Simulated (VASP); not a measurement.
## MoS2: single point with PBE

The system is MoS2, a slab with vacuum.

```xyz
6
Lattice="3.2264 0.0000 0.0000 -1.6132 2.7942 0.0000 0.0000 0.0000 21.9557" Properties=species:S:1:pos:R:3 pbc="T T T"
Mo    0.0000    1.8628   18.6878
Mo    1.6132    0.9314    3.2679
S     1.6132    0.9314   17.1172
S     0.0000    1.8628    1.6961
S     1.6132    0.9314   20.2596
S     0.0000    1.8628    4.8385
```

```json
{"Program": "VASP 6.6.1", "Task": "single point", "Functional": "PBE", "Potentials or basis": "VASP PAW PBE potentials, release 64 (Mo_sv, S)", "Cutoff": "520 eV", "k mesh": "10 × 10 × 2", "Occupations": "fermi-dirac, width 0.05 eV", "Spin": "no spin polarisation", "Dipole correction": "no", "Further INCAR settings": "ALGO = Normal; EDIFF = 1e-06; NBANDS = 35"}
```

```yaml
Largest_force: 0.443 eV/Å
Band_gap_on_the_k_mesh: 1.34 eV (least direct gap 1.79 eV)
```

Forces in eV/Å, atoms in the order of the input:
```
Mo   0.000  0.000  0.002
Mo   0.000  0.000 -0.002
S    0.000  0.000  0.395
S    0.000  0.000  0.443
S    0.000  0.000 -0.443
S    0.000  0.000 -0.395
```

Levels at points of the mesh, in eV from the valence-band top:
| k point | band 23 | band 24 | band 25 | band 26 | band 27 | band 28 | band 29 | band 30 |
| --- | --- | --- | --- | --- | --- | --- | --- | --- |
| (0.00, 0.00, 0.00) | -1.84 | -1.65 | -0.42 | 0.00 | 2.30 | 2.30 | 2.31 | 2.31 |
| (0.50, 0.00, 0.00) | -1.39 | -1.34 | -0.96 | -0.93 | 1.76 | 1.77 | 2.23 | 2.30 |
| (0.00, 0.00, 0.50) | -1.84 | -1.65 | -0.42 | 0.00 | 2.30 | 2.30 | 2.31 | 2.31 |
| (0.50, 0.00, 0.50) | -1.39 | -1.34 | -0.96 | -0.93 | 1.76 | 1.77 | 2.23 | 2.30 |

It took 2.7 min on 1 thread of AMD EPYC 9R45 96-Core Processor (Zen 5), with other jobs on the host, peak memory 0.35 GiB.
